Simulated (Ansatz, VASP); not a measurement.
HgTe: VASP beside Ansatz

The input INCAR:

```
SYSTEM = HgTe
  PREC = Accurate
  ENCUT = 520
  EDIFF = 1E-6
  ISMEAR = -1
  SIGMA = 0.05
  LREAL = .False.
  LASPH = .True.
  NELM = 60
  ALGO = Normal
  ISIF = 2
  LWAVE = .False.
  LCHARG = .False.
  GGA = PE
  NBANDS = 16
```

File KPOINTS:

```
regular mesh
0
Gamma
  11 11 11
  0 0 0
```

File POSCAR:

```
HgTe
1.0
    3.2791745032      0.0000000000      0.0000000000
    0.0000000000      3.2791745032      0.0000000000
    0.0000000000      0.0000000000      3.2791745032
Hg Te
1 1
Direct
    0.0000000000      0.0000000000      0.0000000000
    0.5000000000      0.5000000000      0.5000000000
```

Input for Ansatz:

```yaml
crystal:
  lattice:
    - [3.2791745032, 0.0, 0.0]
    - [0.0, 3.2791745032, 0.0]
    - [0.0, 0.0, 3.2791745032]
  atoms:
    - { symbol: Hg, position: [0.0, 0.0, 0.0] }
    - { symbol: Te, position: [0.5, 0.5, 0.5] }
kpoints:
  mp_grid: { grid: [11, 11, 11] }
  band_path:
    path:
      - [0.0, 0.0, 0.0]
      - [0.0, 0.5, 0.0]
      - [0.5, 0.5, 0.0]
      - [0.0, 0.0, 0.0]
      - [0.5, 0.5, 0.5]
      - [0.0, 0.5, 0.0]
      - [0.5, 0.5, 0.5]
      - [0.5, 0.5, 0.0]
    npoints: 8
scf:
  occupations: { method: fermi_dirac, width: 0.05 }
hamiltonian:
  xc: pbe
  pseudopotentials: { kind: all_electron, lapw: { basis_error: 0.001 } }
output:
  forces: true
  stress: true
  eigenvalues: true
  populations: true
  dos: { projected: true, de: 0.2, e_range: [-14, 8] }
```

Change from the starting cell: volume scaled by 0.64, LAPW.

Alike in both runs: task single point; functional PBE; k mesh 11 × 11 × 11; occupations fermi-dirac, width 0.05 eV; no spin polarisation.

|  | VASP | Ansatz |
| --- | --- | --- |
| version | VASP 6.6.1 | Ansatz 0.2.0 |
| potentials or method | VASP PAW PBE potentials, release 64 (Hg, Te), cutoff 520 eV | all-electron LAPW, scalar-relativistic |

VASP gave:

| Property | Result |
| --- | --- |
| pressure (GPa) | 66.8 |

Task: Which values does Ansatz return?

Result: Pressure (GPa): 65.6.

Both programs put the cell under a high pressure, so it lies far from rest at this level. Ansatz ran all-electron here, and VASP with PAW potentials.

Spin-orbit coupling is off throughout. Noted on VASP's run: the cell as given lies far from equilibrium.
